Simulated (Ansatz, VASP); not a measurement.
AlN: VASP beside Ansatz

```
Al N
1.0
    -3.10667    0.00000    0.00000
    -1.55333   -2.69045    0.00000
    -0.38818   -0.22411    9.95681
Al N
4 4
Direct
  0.25798 0.25798 0.90460
  0.29963 0.29963 0.40460
  0.65379 0.65379 0.15460
  0.61214 0.61214 0.65460
  0.32539 0.32539 0.09540
  0.28374 0.28374 0.59540
  0.63789 0.63789 0.34540
  0.59624 0.59624 0.84540
```

Alike in both runs: task single point; functional r2SCAN; k mesh 8 × 8 × 3; occupations gaussian, width 0.05 eV; no spin polarisation.

```csv
,VASP,Ansatz
version,VASP 6.6.1,Ansatz 0.2.0
potentials or method,"VASP PAW PBE potentials, release 64 (Al, N), cutoff 520 eV","scalar-relativistic, plane waves, PAW"
valence electrons in the cell,32,32
```

Ansatz gave:

```
gap on the k mesh at the Fermi level (eV)                     : 4.58
least direct gap on the mesh (eV)                             : 4.58
pressure (GPa)                                                : -0.3
traceless stress, the component that is largest in VASP (GPa) : 4.47
rms of the force components (eV/Å)                            : 0.280
```

Q: What did VASP give for the same quantities?

A: gap on the k mesh at the Fermi level (eV): 4.62; least direct gap on the mesh (eV): 4.62; pressure (GPa): -0.7; traceless stress, the component that is largest in VASP (GPa): 4.49; rms of the force components (eV/Å): 0.282.

VASP's potentials were made for PBE, not for r2SCAN. Atom by atom the forces differ by 0.002 eV/Å (rms over components). The functional is the same, so the differences come from potentials, cutoffs and numerics.
